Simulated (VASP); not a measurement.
# Ti (Im-3m) in VASP: a series of runs

Runs on Ti. Level: PBE. Tasks: single point.

All numbers are computed with VASP 6.6.1; they aren't measurements. Logs are shortened: lines on timing, memory, paths and dates and some standing lists are left out, and cuts for length are marked.

## 1. The cell of the first run

It takes space group Im-3m (No. 229, cubic). Conventional cell: a = 3.282 Å, b = 3.282 Å, c = 3.282 Å, α = 90.00°, β = 90.00°, γ = 90.00°. Within 3.7 Å of Ti (site symmetry m-3m) lie 14 Ti at 2.84 to 3.28 Å.

This isn't the form of Ti at room conditions, which is hcp.

## 2. Single point, PBE

Input file INCAR:

```
SYSTEM = Ti
PREC     = Accurate       ! precision mode
ENCUT    = 520            ! plane-wave cutoff, eV
EDIFF    = 1E-7           ! SCF threshold, eV
ISMEAR   = -1             ! smearing method
SIGMA    = 0.05           ! smearing width, eV
LREAL    = .False.        ! projectors in reciprocal space
LASPH    = .True.         ! aspherical terms in the spheres
NELM     = 80             ! most SCF steps
ALGO     = Normal         ! electronic algorithm
ISIF     = 2              ! what is computed and relaxed
LWAVE    = .False.        ! write WAVECAR
LCHARG   = .False.        ! write CHGCAR
GGA      = PE             ! functional
NBANDS   = 12             ! bands
```

Input file KPOINTS:

```
Automatic mesh
0
Gamma
  14 14 14
  0 0 0
```

Input file POSCAR:

```
Ti
1.0
   -1.6410000000      1.6410000000      1.6410000000
    1.6410000000     -1.6410000000      1.6410000000
    1.6410000000      1.6410000000     -1.6410000000
Ti
1
Direct
    0.0000000000      0.0000000000      0.0000000000
```

Potentials or basis: VASP PAW PBE potentials, release 64 (Ti_sv).

Launch:

```bash
cat potpaw_PBE.64/Ti_sv/POTCAR > POTCAR
mpirun -np 1 vasp_std > vasp.out
```

OUTCAR:

```text
SYSTEM = Ti
   PREC = Accurate
   ENCUT = 520
   EDIFF = 1E-7
   ISMEAR = -1
   LREAL = .False.
   LASPH = .True.
   NELM = 80
   ISIF = 2
   GGA = PE

 ion  position               nearest neighbor table
   1  0.000  0.000  0.000-

  LATTYP: Found a body centered cubic cell.
 ALAT       =     3.2820000000

  Lattice vectors:

 A1 = (  -1.6410000000,   1.6410000000,   1.6410000000)
 A2 = (   1.6410000000,  -1.6410000000,   1.6410000000)
 A3 = (   1.6410000000,   1.6410000000,  -1.6410000000)

Analysis of symmetry for initial positions (statically):
=====================================================================
 Subroutine PRICEL returns:
 Original cell was already a primitive cell.

 Routine SETGRP: Setting up the symmetry group for a
 body centered cubic supercell.

 Subroutine GETGRP returns: Found 48 space group operations
 (whereof 48 operations were pure point group operations)
 out of a pool of 48 trial point group operations.

The static configuration has the point symmetry O_h .

Analysis of symmetry for dynamics (positions and initial velocities):
=====================================================================
 Subroutine PRICEL returns:
 Original cell was already a primitive cell.

 Routine SETGRP: Setting up the symmetry group for a
 body centered cubic supercell.

 Subroutine GETGRP returns: Found 48 space group operations
 (whereof 48 operations were pure point group operations)
 out of a pool of 48 trial point group operations.

The dynamic configuration has the point symmetry O_h .

 Subroutine INISYM returns: Found 48 space group operations
 (whereof 48 operations are pure point group operations),
 and found     1 'primitive' translations

----------------------------------------------------------------------------------------

                                     Primitive cell

  volume of cell :      17.6761

  direct lattice vectors                    reciprocal lattice vectors
    -1.641000000  1.641000000  1.641000000     0.000000000  0.304692261  0.304692261
     1.641000000 -1.641000000  1.641000000     0.304692261  0.000000000  0.304692261
     1.641000000  1.641000000 -1.641000000     0.304692261  0.304692261  0.000000000

  length of vectors
     2.842295375  2.842295375  2.842295375     0.430899928  0.430899928  0.430899928

  position of ions in fractional coordinates (direct lattice)
     0.000000000  0.000000000  0.000000000

  ion indices of the primitive-cell ions
   primitive index   ion index
                 1           1

----------------------------------------------------------------------------------------

 KPOINTS: Automatic mesh

Automatic generation of k-mesh.
 Grid dimensions read from file:
 generate k-points for:   14   14   14

 Generating k-lattice:

  Cartesian coordinates                     Fractional coordinates (reciprocal lattice)
     0.000000000  0.021763733  0.021763733     0.071428571  0.000000000  0.000000000
     0.021763733  0.000000000  0.021763733     0.000000000  0.071428571  0.000000000
     0.021763733  0.021763733  0.000000000     0.000000000  0.000000000  0.071428571

  Length of vectors
     0.030778566  0.030778566  0.030778566

  Shift w.r.t. Gamma in fractional coordinates (k-lattice)
     0.000000000  0.000000000  0.000000000

 Subroutine IBZKPT returns following result:
 ===========================================

 Found    104 irreducible k-points:

 Following reciprocal coordinates:
            Coordinates               Weight
  0.000000  0.000000  0.000000      1.000000
  0.071429  0.000000  0.000000     12.000000
  0.142857  0.000000  0.000000     12.000000
  0.214286  0.000000  0.000000     12.000000
  0.285714  0.000000  0.000000     12.000000
  0.357143  0.000000  0.000000     12.000000
[... 16 lines left out ...]
  0.285714  0.285714  0.000000     24.000000
  0.357143  0.285714  0.000000     24.000000
 [... further k-points ...]
   k-points           NKPTS =    104   k-points in BZ     NKDIM =    104   number of bands    NBANDS=     12
   number of dos      NEDOS =    301   number of ions     NIONS =      1
   total plane-waves  NPLWV =  13824
   dimension x,y,z NGX =    24 NGY =   24 NGZ =   24
   dimension x,y,z NGXF=    48 NGYF=   48 NGZF=   48
   ions per type =               1
   NGX,Y,Z   is equivalent  to a cutoff of  14.04, 14.04, 14.04 a.u.
   NGXF,Y,Z  is equivalent  to a cutoff of  28.08, 28.08, 28.08 a.u.
 SYSTEM =  Ti
   PREC   = accura    normal or accurate (medium, high low for compatibility)
   ISTART =      0    job   : 0-new  1-cont  2-samecut
   ICHARG =      2    charge: 1-file 2-atom 10-const
   ISPIN  =      1    spin polarized calculation?
   LNONCOLLINEAR =      F non collinear calculations
   LSORBIT =      F    spin-orbit coupling
   LASPH  =      T    aspherical Exc in radial PAW
   ENCUT  =  520.0 eV  38.22 Ry    6.18 a.u.   5.28  5.28  5.28*2*pi/ulx,y,z
   NELM   =     80;   NELMIN=  2; NELMDL= -5     # of ELM steps
   EDIFF  = 0.1E-06   stopping-criterion for ELM
   LREAL  =      F    real-space projection
   EDIFFG = 0.1E-05   stopping-criterion for IOM
   NSW    =      0    number of steps for IOM
   IBRION =     -1    ionic relax: 0-MD 1-quasi-New 2-CG
   NFREE  =      0    steps in history (QN), initial steepest desc. (CG)
   ISIF   =      2    stress and relaxation
   ISYM   =      2    0-nonsym 1-usesym 2-fastsym
   POTIM  = 0.5000    time-step for ionic-motion
   TEBEG  =    0.0;   TEEND  =   0.0 temperature during run
   PSTRESS=    0.0 pullay stress
   NELECT =      12.0000    total number of electrons
   NUPDOWN=      -1.0000    fix difference up-down
   EMIN   =  10.00;   EMAX   =-10.00  energy-range for DOS
   EFERMI =   0.00;   METHOD = LEGACY
   ISMEAR =    -1;   SIGMA  =   0.05  broadening in eV -4-tet -1-fermi 0-gaus
   EFERMI_NEDOS =   21; number of points for ismear=-14 and -15
   IALGO  =     38    algorithm
   IMIX   =      4    mixing-type and parameters
     AMIX     =   0.40;   BMIX     =  1.00
     AMIX_MAG =   1.60;   BMIX_MAG =  1.00
  volume/ion in A,a.u.               =      17.68       119.28
  Fermi-wavevector in a.u.,A,eV,Ry     =   1.438821  2.718977 28.166848  2.070205
  Thomas-Fermi vector in A             =   2.557745
   LORBIT       =      0    0 simple, 1 ext, 2 COOP (PROOUT), +10 PAW based schemes
   GGA     = PE    functional components
   LHFCALC =     F    Hartree Fock is set to
   AEXX    =    0.0000 exact exchange contribution
   IVDW    =     0    specifies the selected vdW correction
   LEPSILON=     F    determine dielectric tensor
   LRPA    =     F    only Hartree local field effects (RPA)
 non-spin polarized calculation
  energy-cutoff  :      520.00
  volume of cell :       17.68
 maximum number of plane-waves:       490
 NGX is ok and might be reduce to    24
   NGX = 11   NGY = 11   NGZ = 11

 number of electron      12.0000001 magnetization

 Free energy of the ion-electron system (eV)
  ---------------------------------------------------
  ext. energy  EPLUGINS =         0.00000000
  ---------------------------------------------------
  free energy    TOTEN  =        -7.72988426 eV

  energy without entropy =       -7.70914340  energy(sigma->0) =       -7.71951383

 E-fermi :   7.8967     XC(G=0): -11.4119

 val. band max:        7.8938848428   @ k =  -0.2857   0.2857   0.2143
 cond. band min:       7.9120079487   @ k =  -0.2857   0.3571   0.0714
 fundamental gap:      0.0181231058
 Fermi energy:         7.8967476255

 k-point     1 :       0.0000    0.0000    0.0000
  band No.  band energies     occupation
      1     -48.6642      2.00000
      2     -24.5404      2.00000
      3     -24.5404      2.00000
      4     -24.5404      2.00000
      5       1.9903      2.00000
      6       8.8756      0.00000
      7       8.8756      0.00000
      8       8.8756      0.00000
      9      10.5940      0.00000
     10      10.5940      0.00000
     11      25.1915      0.00000
     12      25.1915      0.00000

 k-point     2 :       0.0714    0.0000    0.0000
  band No.  band energies     occupation
      1     -48.6582      2.00000
      2     -24.5731      2.00000
      3     -24.5505      2.00000
      4     -24.5406      2.00000
      5       2.1620      2.00000
      6       8.7983      0.00000
      7       8.8533      0.00000
      8       8.9991      0.00000
      9      10.5055      0.00000
     10      10.5988      0.00000
     11      24.9028      0.00000
     12      25.1642      0.00000

 k-point     3 :       0.1429    0.0000    0.0000
  band No.  band energies     occupation
      1     -48.6414      2.00000
      2     -24.6639      2.00000
      3     -24.5788      2.00000
      4     -24.5412      2.00000
      5       2.6574      2.00000
      6       8.5887      0.00000
      7       8.7428      0.00000
      8       9.3582      0.00000
      9      10.3403      0.00000
     10      10.6178      0.00000
     11      23.9798      0.00000
     12      24.8644      0.00000

 k-point     4 :       0.2143    0.0000    0.0000
  band No.  band energies     occupation
      1     -48.6171      2.00000
      2     -24.7932      2.00000
      3     -24.6193      2.00000
      4     -24.5419      2.00000
      5       3.4122      2.00000
      6       8.3025      0.00060
      7       8.4957      0.00001
      8       9.9156      0.00000
      9      10.2829      0.00000
     10      10.6607      0.00000
     11      22.4212      0.00000
     12      24.0448      0.00000

 k-point     5 :       0.2857    0.0000    0.0000
  band No.  band energies     occupation
      1     -48.5899      2.00000
      2     -24.9342      2.00000
      3     -24.6639      2.00000
      4     -24.5428      2.00000
      5       4.2897      2.00000
      6       8.0047      0.20695
      7       8.2470      0.00181
      8      10.3664      0.00000
      9      10.6025      0.00000
     10      10.7310      0.00000
     11      20.4988      0.00000
     12      22.9882      0.00000
[... 228 lines left out ...]
      1     -48.5421      2.00000
      2     -25.0651      2.00000
      3     -24.7973      2.00000
      4     -24.6030      2.00000
      5       6.1161      2.00000
      6       7.4095      1.99988
      7       7.8820      1.14600
      8      10.4165      0.00000
      9      10.9910      0.00000
     10      12.8312      0.00000
     11      17.9614      0.00000
     12      19.1680      0.00000

 k-point    22 :       0.3571    0.2143    0.0000
  band No.  band energies     occupation
      1     -48.5328      2.00000
      2     -25.0828      2.00000
      3     -24.8387      2.00000
      4     -24.6065      2.00000
      5       6.3367      2.00000
      6       7.4706      1.99960
      7       7.8823      1.14345
      8      10.5348      0.00000
      9      11.0367      0.00000
     10      13.6492      0.00000
     11      16.5631      0.00000
     12      18.7630      0.00000

 k-point    23 :       0.2857    0.2857    0.0000
  band No.  band energies     occupation
      1     -48.5315      2.00000
      2     -25.0473      2.00000
      3     -24.8765      2.00000
      4     -24.6142      2.00000
      5       6.6499      2.00000
      6       7.2686      1.99999
      7       7.7363      1.92231
      8      10.5778      0.00000
      9      10.9643      0.00000
     10      13.9759      0.00000
     11      17.2850      0.00000
     12      17.5002      0.00000

 k-point    24 :       0.3571    0.2857    0.0000
  band No.  band energies     occupation
      1     -48.5277      2.00000
      2     -25.0224      2.00000
      3     -24.9240      2.00000
      4     -24.6175      2.00000
      5       6.8244      2.00000
      6       7.3751      1.99994
      7       7.5444      1.99826
      8      10.6938      0.00000
      9      10.9199      0.00000
     10      14.8874      0.00000
     11      16.1915      0.00000
     12      17.2320      0.00000

 [... further k-points ...]
[... 5 lines left out ...]
  --------------------------------------------------------------------------------------
  -------------------------------------------------------------------------------------
  Total       -0.2885362     -0.2885362     -0.2885362     -0.0000000      0.0000000     -0.0000000
  in kB      -26.1532228    -26.1532228    -26.1532228     -0.0000000      0.0000000     -0.0000000
  external PRESSURE =     -26.1532228 kB  Pullay stress =       0.0000000 kB

 VOLUME and BASIS-vectors are now :
 -----------------------------------------------------------------------------
  energy-cutoff  :      520.00
  volume of cell :       17.68
      direct lattice vectors                 reciprocal lattice vectors
    -1.641000000  1.641000000  1.641000000     0.000000000  0.304692261  0.304692261
     1.641000000 -1.641000000  1.641000000     0.304692261  0.000000000  0.304692261
     1.641000000  1.641000000 -1.641000000     0.304692261  0.304692261  0.000000000

 POSITION                                       TOTAL-FORCE (eV/Angst)
 -----------------------------------------------------------------------------------
      0.00000      0.00000      0.00000         0.000000      0.000000      0.000000
 -----------------------------------------------------------------------------------
    total drift:                                0.000000      0.000000      0.000000

  FREE ENERGIE OF THE ION-ELECTRON SYSTEM (eV)
  ---------------------------------------------------
  free  energy   TOTEN  =        -7.7298842574 eV

  energy  without entropy=       -7.7091434043  energy(sigma->0) =       -7.71951383
```

Run time: 27 s. Hardware: 1 thread of Intel Xeon 8259CL, shared host; peak memory 0.15 GiB.

Results:

| Property | Result |
| --- | --- |
| Free energy | -7.7299 eV |
| Pressure | -2.6 GPa |
| Band gap on the k mesh | zero (bands 6 and 7 overlap by 1.63 eV) |

(Continued in part 2 of 2.)
